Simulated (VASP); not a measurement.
AlN, 12 atoms in the cell. It takes space group Pmn2_1 (No. 31, orthorhombic). Conventional cell: a = 3.090 Å, b = 15.270 Å, c = 4.370 Å, α = 90.00°, β = 90.00°, γ = 90.00°. Al (site symmetry m) has 4 N at 1.89 Å within 2.5 Å. Within 2.5 Å of Al (site symmetry m) lie 4 N at 1.89 Å. Within 2.5 Å of Al (site symmetry m) lie 3 N at 1.89 Å. Within 2.5 Å of N (site symmetry m) lie 4 Al at 1.89 Å. N (site symmetry m) has 4 Al at 1.89 Å within 2.5 Å. N (site symmetry m) has 3 Al at 1.89 Å within 2.5 Å.  This cell differs from its parent crystal: the distance across one plane changed.

```yaml
Program: VASP 6.6.1
Task: single point
Functional: r2SCAN
Potentials_or_basis: VASP PAW PBE potentials, release 64 (Al, N)
Cutoff: 520 eV
k_mesh: 5 × 7 × 3
Occupations: gaussian, width 0.05 eV
Spin: no spin polarisation
Dipole_correction: no
Further_INCAR_settings: ALGO = Normal; EDIFF = 1e-07; NBANDS = 36
```

Potentials or basis: VASP PAW PBE potentials, release 64 (Al, N).

The run is started by

```bash
$ cat potpaw_PBE.64/Al/POTCAR potpaw_PBE.64/N/POTCAR > POTCAR
$ cp INCAR.step1 INCAR
$ mpirun -np 1 vasp_std > vasp.out
$ cp INCAR.step2 INCAR
$ mpirun -np 1 vasp_std > vasp.out
```

Hardware: 1 thread of Intel Xeon 8259CL (shared host).

How long does it take, and how much memory?

Run time: 7.9 min on 1 thread of Intel Xeon 8259CL, with other jobs on the host, peak memory 0.4 GiB. Counts: k points 24.
